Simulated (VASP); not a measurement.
Wanted: the native input for a VASP 6.6.1 run.

```yaml
Task: single point
Functional: PBE
Potentials_or_basis: VASP PAW PBE potentials, release 64 (Al, B, N)
Cutoff: 520 eV
k_mesh: 6 × 6 × 2
Occupations: gaussian, width 0.1 eV
Spin: collinear spin, ferromagnetic start
Starting_moments: "[0.0, 0.0, 0.0, 1.0, 1.0, 1.0] μB"
Dipole_correction: no
Further_INCAR_settings: ALGO = Normal; EDIFF = 1e-06; NBANDS = 25
```

The structure of AlB2N3 lies in POSCAR:

```
AlB2N3
1.0
    3.0788343700      0.0000000000      0.0000000000
   -1.5394171900      2.6663487800      0.0000000000
    0.0000000000      0.0000000000      7.5415732200
Al B N
1 2 3
Direct
    0.0000000000      0.0000000000      0.0000000000
    0.3333333300      0.6666666700      0.6666666700
    0.6666666700      0.3333333300      0.3333333300
    0.6666666700      0.3333333300      0.8333333300
    0.3333333300      0.6666666700      0.1666666700
    0.0000000000      0.0000000000      0.5000000000
```

The input as run:

INCAR

```
SYSTEM = AlB2N3
PREC = Accurate ; ENCUT = 520
EDIFF = 1E-6 ; ISMEAR = 0
SIGMA = 0.1 ; LREAL = .FALSE.
LASPH = .TRUE. ; NELM = 150
ALGO = Normal ; ISIF = 2
LWAVE = .FALSE. ; LCHARG = .FALSE.
ISPIN = 2 ; MAGMOM = 0 0 0 1 1 1
LORBIT = 11 ; GGA = PE
NBANDS = 25
```

KPOINTS

```
Automatic mesh
0
G
  6 6 2
  0 0 0
```

Potentials or basis: VASP PAW PBE potentials, release 64 (Al, B, N).

Launch:

```sh
$ cat potpaw_PBE.64/Al/POTCAR potpaw_PBE.64/B/POTCAR potpaw_PBE.64/N/POTCAR > POTCAR
$ mpirun -np 1 vasp_std > vasp.out
```

Results of the run:

- Pressure: -52.6 GPa
- Largest force: 0.949 eV/Å
- Band gap on the k mesh: zero (filled and empty bands overlap)
- Net moment: 0.00 μB per cell
- Valence electrons inside the program's atomic spheres: Al 0.61; B 1.19; N 3.56, 3.42

Caveat: the k points lie up to 0.42 Å⁻¹ apart.

Wall time 34 s on 1 thread of Intel Xeon 6975P-C (shared host), peak memory 0.21 GiB.
